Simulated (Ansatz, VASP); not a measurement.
GaN in VASP and in Ansatz

File POSCAR:

```
GaN
1.0
    3.2594996520      0.0000000000      0.0000000000
   -1.6297498260      2.8228095022      0.0000000000
    0.0000000000      0.0000000000      5.4243000000
Ga N
2 2
Direct
    0.3333333333      0.6666666667      0.0000000000
    0.6666666667      0.3333333333      0.5000000000
    0.3333333333      0.6666666667      0.3750000000
    0.6666666667      0.3333333333      0.8750000000
```

The input INCAR.step1:

```
SYSTEM = GaN
ALGO = Normal
EDIFF = 1E-4
ENCUT = 520
GGA = PE
ISMEAR = 0
LASPH = .TRUE.
LCHARG = .FALSE.
LREAL = .FALSE.
LWAVE = .TRUE.
NBANDS = 26
NELM = 60
PREC = Accurate
SIGMA = 0.05
```

File INCAR.step2:

```
SYSTEM = GaN
ALGO = Normal
EDIFF = 1E-6
ENCUT = 520
ISIF = 2
ISMEAR = 0
ISTART = 1
LASPH = .TRUE.
LCHARG = .FALSE.
LMIXTAU = .TRUE.
LREAL = .FALSE.
LWAVE = .FALSE.
METAGGA = R2SCAN
NBANDS = 26
NELM = 60
PREC = Accurate
SIGMA = 0.05
```

File KPOINTS:

```
k-points
0
G
  12 12 6
  0 0 0
```

Input for Ansatz:

```yaml
crystal:
  lattice:
    - [3.259499652, 0.0, 0.0]
    - [-1.629749826, 2.8228095022, 0.0]
    - [0.0, 0.0, 5.4243]
  atoms:
    - { symbol: Ga, position: [0.3333333333, 0.6666666667, 0.0] }
    - { symbol: Ga, position: [0.6666666667, 0.3333333333, 0.5] }
    - { symbol: "N", position: [0.3333333333, 0.6666666667, 0.375] }
    - { symbol: "N", position: [0.6666666667, 0.3333333333, 0.875] }
basis:
  ecutwfc: 500
kpoints:
  mp_grid: { grid: [12, 12, 6] }
hamiltonian:
  xc: r2scan
scf:
  occupations: { method: gaussian, width: 0.05 }
output:
  forces: true
  stress: true
  eigenvalues: true
```

Change from the starting cell: strain +0.025 along x and y, +0.050 along z, atoms carried along.

Alike in both runs: task single point; functional r2SCAN; k mesh 12 × 12 × 6; occupations gaussian, width 0.05 eV; no spin polarisation.

|  | VASP | Ansatz |
| --- | --- | --- |
| version | VASP 6.6.1 | Ansatz 0.2.0 |
| potentials or method | VASP PAW PBE potentials, release 64 (Ga_d, N), cutoff 520 eV | scalar-relativistic, plane waves, PAW |
| valence electrons in the cell | 36 | 36 |

VASP gave:

```
gap on the k mesh at the Fermi level (eV)                     : 1.63
least direct gap on the mesh (eV)                             : 1.63
pressure (GPa)                                                : -14.1
traceless stress, the component that is largest in VASP (GPa) : -3.91
rms of the force components (eV/Å)                            : 0.005
```

**Question.** Which values does Ansatz return?

**Answer.** gap on the k mesh at the Fermi level (eV): 1.63; least direct gap on the mesh (eV): 1.63; pressure (GPa): -14.9; traceless stress, the component that is largest in VASP (GPa): -3.83; rms of the force components (eV/Å): 0.005.

VASP's potentials were made for PBE, not for r2SCAN. Atom by atom the forces differ by 0.000 eV/Å (rms over components).
